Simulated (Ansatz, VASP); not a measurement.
# Two plane-wave programs on MgZn4O

The input INCAR:

```
SYSTEM = MgZn4O
PREC     = Accurate       ! precision mode
ENCUT    = 600            ! plane-wave cutoff, eV
EDIFF    = 1E-6           ! SCF threshold, eV
ISMEAR   = 0              ! smearing method
SIGMA    = 0.2            ! smearing width, eV
LREAL    = .False.        ! projectors in reciprocal space
LASPH    = .True.         ! aspherical terms in the spheres
NELM     = 100            ! most SCF steps
ALGO     = Normal         ! electronic algorithm
ISIF     = 3              ! what is computed and relaxed
LWAVE    = .False.        ! write WAVECAR
LCHARG   = .False.        ! write CHGCAR
GGA      = PE             ! functional
IBRION   = 2              ! ionic algorithm
NSW      = 36             ! ionic steps
EDIFFG   = -0.08          ! ionic threshold
```

KPOINTS

```
regular mesh
0
Gamma
  4 4 4
  0 0 0
```

Contents of POSCAR:

```
MgZn4O
1.0
    0.0000000000      3.3678364300      3.3678364300
    3.3678364300      0.0000000000      3.3678364300
    3.3678364300      3.3678364300      0.0000000000
Mg Zn O
1 4 1
Direct
    0.0000000000      0.0000000000      0.0000000000
    0.3759208700      0.3759208700      0.8722373800
    0.8722373800      0.3759208700      0.3759208700
    0.3759208700      0.3759208700      0.3759208700
    0.3759208700      0.8722373800      0.3759208700
    0.7500000000      0.7500000000      0.7500000000
```

Input for Ansatz:

```yaml
crystal:
  lattice:
    - [0.0, 3.36783643, 3.36783643]
    - [3.36783643, 0.0, 3.36783643]
    - [3.36783643, 3.36783643, 0.0]
  atoms:
    - { symbol: Mg, position: [0.0, 0.0, 0.0] }
    - { symbol: Zn, position: [0.37592087, 0.37592087, 0.87223738] }
    - { symbol: Zn, position: [0.87223738, 0.37592087, 0.37592087] }
    - { symbol: Zn, position: [0.37592087, 0.37592087, 0.37592087] }
    - { symbol: Zn, position: [0.37592087, 0.87223738, 0.37592087] }
    - { symbol: O, position: [0.75, 0.75, 0.75] }
basis:
  ecutwfc: 420
kpoints:
  mp_grid: { grid: [4, 4, 4] }
hamiltonian:
  xc: pbe
scf:
  occupations: { method: gaussian, width: 0.2 }
  lower_state_search: "off"
output:
  forces: true
  stress: true
  eigenvalues: true
relax:
  adjacent_minimum: "off"
  f_tol: 0.08
  max_steps: 16
  cell: { stress_tol: 0.8 }
```

Change from the starting cell: species swapped into the TmCdCu4 type (F-43m, No. 216).

Alike in both runs: task relaxation of cell and atoms; functional PBE; k mesh 4 × 4 × 4; occupations gaussian, width 0.2 eV; no spin polarisation.

|  | VASP | Ansatz |
| --- | --- | --- |
| version | VASP 6.6.1 | Ansatz 0.2.0 |
| potentials or method | VASP PAW PBE potentials, release 64 (Mg, Zn, O), cutoff 600 eV | scalar-relativistic, plane waves, PAW |
| valence electrons in the cell | 56 | 64 |

|  | VASP | Ansatz | Ansatz less VASP |
| --- | --- | --- | --- |
| gap on the k mesh at the Fermi level, each at its own relaxed structure (eV) | none | none | - |
| relaxed volume (Å³/atom) | 15.80 | 15.73 | -0.069 |
| relaxed cell length with the largest relative difference (Å) | 5.118 | 5.111 | -0.0075 |

A gap of «none» marks a metal or a gap that the smearing closes. VASP's potentials hold 56 valence electrons a cell and Ansatz's 64, so a difference there can come from the potentials and not from the codes.

The k mesh is coarse, so the values compare programs but aren't converged. Noted on VASP's run: the volume moved by over 15 % at a fixed basis, so the end points are rough.
